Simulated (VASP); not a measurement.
# O2 in VASP: single point with LDA

Aim: the single point of O2 with LDA.

Everything below comes from runs of VASP 6.6.1. Logs are shortened: lines on timing, memory, paths and dates and some standing lists are left out, and cuts for length are marked.

### Step 1. The cell of the first run

The cell holds a molecule in a box, 2 atoms: a = 9.000 Å, b = 9.500 Å, c = 10.000 Å, α = 90.00°, β = 90.00°, γ = 90.00°.

### Step 2. Single point, LDA, collinear spin, ferromagnetic start

INCAR

```
SYSTEM = O
  PREC = Accurate
  ENCUT = 1000
  EDIFF = 1E-6
  ISMEAR = 0
  SIGMA = 0.02
  LREAL = .FALSE.
  LASPH = .TRUE.
  NELM = 200
  ALGO = Normal
  ISIF = 2
  LWAVE = .FALSE.
  LCHARG = .FALSE.
  ISPIN = 2
  MAGMOM = 1 1
  LORBIT = 11
  NBANDS = 17
  GGA_COMPAT = .FALSE.
  NELMDL = -8
```

KPOINTS

```
Automatic mesh
0
G
  1 1 1
  0 0 0
```

POSCAR

```
O
1.0
    9.0000000000      0.0000000000      0.0000000000
    0.0000000000      9.5000000000      0.0000000000
    0.0000000000      0.0000000000     10.0000000000
O
2
Direct
    0.5000000000      0.5000000000      0.4400185995
    0.5000000000      0.5000000000      0.5599814005
```

Potentials or basis: VASP PAW LDA potentials, release 64 (O_h).

Started as:

```console
> cat potpaw_LDA.64/O_h/POTCAR > POTCAR
> mpirun -np 1 vasp_gam > vasp.out
```

OUTCAR:

```text
SYSTEM = O
   PREC = Accurate
   ENCUT = 1000
   EDIFF = 1E-6
   ISMEAR = 0
   LREAL = .FALSE.
   LASPH = .TRUE.
   NELM = 200
   ISIF = 2
   ISPIN = 2
   LORBIT = 11
   NELMDL = -8

 ion  position               nearest neighbor table
   1  0.500  0.500  0.440-   2 1.20
   2  0.500  0.500  0.560-   1 1.20

  LATTYP: Found a simple orthorhombic cell.
 ALAT       =     9.0000000000
 B/A-ratio  =     1.0555555556
 C/A-ratio  =     1.1111111111

  Lattice vectors:

 A1 = (   9.0000000000,   0.0000000000,   0.0000000000)
 A2 = (   0.0000000000,   9.5000000000,   0.0000000000)
 A3 = (   0.0000000000,   0.0000000000,  10.0000000000)

Analysis of symmetry for initial positions (statically):
=====================================================================
 Subroutine PRICEL returns:
 Original cell was already a primitive cell.

 Routine SETGRP: Setting up the symmetry group for a
 simple orthorhombic supercell.

 Subroutine GETGRP returns: Found  8 space group operations
 (whereof  8 operations were pure point group operations)
 out of a pool of  8 trial point group operations.

The static configuration has the point symmetry D_2h.

Analysis of symmetry for dynamics (positions and initial velocities):
=====================================================================
 Subroutine PRICEL returns:
 Original cell was already a primitive cell.

 Routine SETGRP: Setting up the symmetry group for a
 simple orthorhombic supercell.

 Subroutine GETGRP returns: Found  8 space group operations
 (whereof  8 operations were pure point group operations)
 out of a pool of  8 trial point group operations.

The dynamic configuration has the point symmetry D_2h.

Analysis of structural, dynamic, and magnetic symmetry:
=====================================================================
 Subroutine PRICEL returns:
 Original cell was already a primitive cell.

 Routine SETGRP: Setting up the symmetry group for a
 simple orthorhombic supercell.

 Subroutine GETGRP returns: Found  8 space group operations
 (whereof  8 operations were pure point group operations)
 out of a pool of  8 trial point group operations.

The overall configuration has the point symmetry D_2h.

 Subroutine INISYM returns: Found  8 space group operations
 (whereof  8 operations are pure point group operations),
 and found     1 'primitive' translations

----------------------------------------------------------------------------------------

                                     Primitive cell

  volume of cell :     855.0000

  direct lattice vectors                    reciprocal lattice vectors
     9.000000000  0.000000000  0.000000000     0.111111111  0.000000000  0.000000000
     0.000000000  9.500000000  0.000000000     0.000000000  0.105263158  0.000000000
     0.000000000  0.000000000 10.000000000     0.000000000  0.000000000  0.100000000

  length of vectors
     9.000000000  9.500000000 10.000000000     0.111111111  0.105263158  0.100000000

  position of ions in fractional coordinates (direct lattice)
     0.500000000  0.500000000  0.440018600
     0.500000000  0.500000000  0.559981400

  ion indices of the primitive-cell ions
   primitive index   ion index
                 1           1
                 2           2

----------------------------------------------------------------------------------------

 KPOINTS: Automatic mesh

Automatic generation of k-mesh.
 Grid dimensions read from file:
 generate k-points for:    1    1    1

 Generating k-lattice:

  Cartesian coordinates                     Fractional coordinates (reciprocal lattice)
     0.111111111  0.000000000  0.000000000     1.000000000  0.000000000  0.000000000
     0.000000000  0.105263158  0.000000000     0.000000000  1.000000000  0.000000000
     0.000000000  0.000000000  0.100000000     0.000000000  0.000000000  1.000000000

  Length of vectors
     0.111111111  0.105263158  0.100000000

  Shift w.r.t. Gamma in fractional coordinates (k-lattice)
     0.000000000  0.000000000  0.000000000

 Subroutine IBZKPT returns following result:
 ===========================================

 Found      1 irreducible k-points:

 Following reciprocal coordinates:
            Coordinates               Weight
  0.000000  0.000000  0.000000      1.000000
   k-points           NKPTS =      1   k-points in BZ     NKDIM =      1   number of bands    NBANDS=     17
   number of dos      NEDOS =    301   number of ions     NIONS =      2
   total plane-waves  NPLWV = ******
   dimension x,y,z NGX =    96 NGY =   98 NGZ =  108
   dimension x,y,z NGXF=   192 NGYF=  196 NGZF=  216
   ions per type =               2
   NGX,Y,Z   is equivalent  to a cutoff of  17.73, 17.15, 17.95 a.u.
   NGXF,Y,Z  is equivalent  to a cutoff of  35.47, 34.30, 35.91 a.u.
 SYSTEM =  O
   PREC   = accura    normal or accurate (medium, high low for compatibility)
   ISTART =      0    job   : 0-new  1-cont  2-samecut
   ICHARG =      2    charge: 1-file 2-atom 10-const
   ISPIN  =      2    spin polarized calculation?
   LNONCOLLINEAR =      F non collinear calculations
   LSORBIT =      F    spin-orbit coupling
   LASPH  =      T    aspherical Exc in radial PAW
   ENCUT  = 1000.0 eV  73.50 Ry    8.57 a.u.  23.21 24.50 25.78*2*pi/ulx,y,z
   NELM   =    200;   NELMIN=  2; NELMDL= -8     # of ELM steps
   EDIFF  = 0.1E-05   stopping-criterion for ELM
   LREAL  =      F    real-space projection
   EDIFFG = 0.1E-04   stopping-criterion for IOM
   NSW    =      0    number of steps for IOM
   IBRION =     -1    ionic relax: 0-MD 1-quasi-New 2-CG
   NFREE  =      0    steps in history (QN), initial steepest desc. (CG)
   ISIF   =      2    stress and relaxation
   ISYM   =      2    0-nonsym 1-usesym 2-fastsym
   POTIM  = 0.5000    time-step for ionic-motion
   TEBEG  =    0.0;   TEEND  =   0.0 temperature during run
   PSTRESS=    0.0 pullay stress
   NELECT =      12.0000    total number of electrons
   NUPDOWN=      -1.0000    fix difference up-down
   EMIN   =  10.00;   EMAX   =-10.00  energy-range for DOS
   EFERMI =   0.00;   METHOD = LEGACY
   ISMEAR =     0;   SIGMA  =   0.02  broadening in eV -4-tet -1-fermi 0-gaus
   EFERMI_NEDOS =   21; number of points for ismear=-14 and -15
   IALGO  =     38    algorithm
   IMIX   =      4    mixing-type and parameters
     AMIX     =   0.40;   BMIX     =  1.00
     AMIX_MAG =   1.60;   BMIX_MAG =  1.00
  volume/ion in A,a.u.               =     427.50      2884.91
  Fermi-wavevector in a.u.,A,eV,Ry     =   0.394893  0.746240  2.121703  0.155941
  Thomas-Fermi vector in A             =   1.339966
   LORBIT       =     11    0 simple, 1 ext, 2 COOP (PROOUT), +10 PAW based schemes
   GGA     = CA    functional components
   LHFCALC =     F    Hartree Fock is set to
   AEXX    =    0.0000 exact exchange contribution
   IVDW    =     0    specifies the selected vdW correction
   LEPSILON=     F    determine dielectric tensor
   LRPA    =     F    only Hartree local field effects (RPA)
 spin polarized calculation
 Gauss-broadening in eV      SIGMA  =   0.02
  energy-cutoff  :     1000.00
  volume of cell :      855.00
 maximum number of plane-waves:     30729
 NGX is ok and might be reduce to    96
   NGX = 47   NGY = 49   NGZ = 51

 number of electron      12.0000001 magnetization       2.0000002

 Free energy of the ion-electron system (eV)
  ---------------------------------------------------
  ext. energy  EPLUGINS =         0.00000000
  ---------------------------------------------------
  free energy    TOTEN  =       -10.66523849 eV

  energy without entropy =      -10.66523849  energy(sigma->0) =      -10.66523849

 E-fermi :  -6.5337     XC(G=0):  -0.6149

 val. band max:       -6.6304061153   @ k =   0.0000   0.0000   0.0000
 cond. band min:      -4.6616245552   @ k =   0.0000   0.0000   0.0000
 fundamental gap:      1.9687815601
 Fermi energy:        -6.5337462647

 spin component 1

 k-point     1 :       0.0000    0.0000    0.0000
  band No.  band energies     occupation
      1     -32.9756      1.00000
      2     -20.0548      1.00000
      3     -13.6602      1.00000
      4     -13.6006      1.00000
      5     -13.6006      1.00000
      6      -6.6304      1.00000
[... 9 lines left out ...]
     16       2.9123      0.00000
     17       2.9271      0.00000
 Fermi energy:        -6.5337462647

 spin component 2

 k-point     1 :       0.0000    0.0000    0.0000
  band No.  band energies     occupation
      1     -31.7706      1.00000
      2     -18.4299      1.00000
      3     -12.5667      1.00000
      4     -11.9568      1.00000
      5     -11.9568      1.00000
      6      -4.6616      0.00000
[... 9 lines left out ...]
     16       2.9646      0.00000
     17       2.9712      0.00000

------------------------ aborting loop because EDIFF is reached ----------------------------------------

  FORCE on cell =-STRESS in cart. coord.  units (eV):
  Direction    XX          YY          ZZ          XY          YZ          ZX
  --------------------------------------------------------------------------------------
  -------------------------------------------------------------------------------------
  Total       -0.0055057     -0.0070185      0.5450018      0.0000000      0.0000000      0.0000000
  in kB       -0.0103171     -0.0131519      1.0212743      0.0000000      0.0000000      0.0000000
  external PRESSURE =       0.3326018 kB  Pullay stress =       0.0000000 kB

 VOLUME and BASIS-vectors are now :
 -----------------------------------------------------------------------------
  energy-cutoff  :     1000.00
  volume of cell :      855.00
      direct lattice vectors                 reciprocal lattice vectors
     9.000000000  0.000000000  0.000000000     0.111111111  0.000000000  0.000000000
     0.000000000  9.500000000  0.000000000     0.000000000  0.105263158  0.000000000
     0.000000000  0.000000000 10.000000000     0.000000000  0.000000000  0.100000000

 POSITION                                       TOTAL-FORCE (eV/Angst)
 -----------------------------------------------------------------------------------
      4.50000      4.75000      4.40019         0.000000      0.000000     -0.460092
      4.50000      4.75000      5.59981         0.000000     -0.000000      0.460092
 -----------------------------------------------------------------------------------
    total drift:                                0.000000      0.000000     -0.000000

  FREE ENERGIE OF THE ION-ELECTRON SYSTEM (eV)
  ---------------------------------------------------
  free  energy   TOTEN  =       -10.6652384870 eV

  energy  without entropy=      -10.6652384870  energy(sigma->0) =      -10.66523849

 total charge

# of ion       s       p       d       tot
------------------------------------------
    1        1.075   2.234   0.000   3.309
    2        1.075   2.234   0.000   3.309
--------------------------------------------------
tot          2.151   4.468   0.000   6.618

 magnetization (x)

# of ion       s       p       d       tot
------------------------------------------
    1        0.013   0.606   0.000   0.619
    2        0.013   0.606   0.000   0.619
--------------------------------------------------
tot          0.026   1.213   0.000   1.239
```

Run time: 2.5 min. Hardware: 1 thread of Intel Xeon Platinum 8488C (Sapphire Rapids), shared host; peak memory 1.2 GiB.

Results:

```
Free energy                                           : -10.6652 eV
Largest force                                         : 0.460 eV/Å
Gap between the frontier levels                       : 1.97 eV
Net moment                                            : 2.00 μB per cell
Site moments                                          : O +0.62 μB
Valence electrons inside the program's atomic spheres : O 3.31
```

Forces in eV/Å, atoms in the order of the input:
```
O    0.000  0.000 -0.460
O    0.000  0.000  0.460
```

Levels at points of the mesh, in eV from the valence-band top:
Spin up:
```csv
k point,band 4,band 5,band 6,band 7,band 8,band 9,band 10,band 11
"(0.00, 0.00, 0.00)",-6.97,-6.97,0.00,0.00,6.42,7.68,7.94,7.99
```
Spin down:
| k point | band 1 | band 2 | band 3 | band 4 | band 5 | band 6 | band 7 | band 8 | band 9 | band 10 |
| --- | --- | --- | --- | --- | --- | --- | --- | --- | --- | --- |
| (0.00, 0.00, 0.00) | -25.14 | -11.80 | -5.94 | -5.33 | -5.33 | 1.97 | 1.97 | 6.47 | 7.79 | 7.97 |
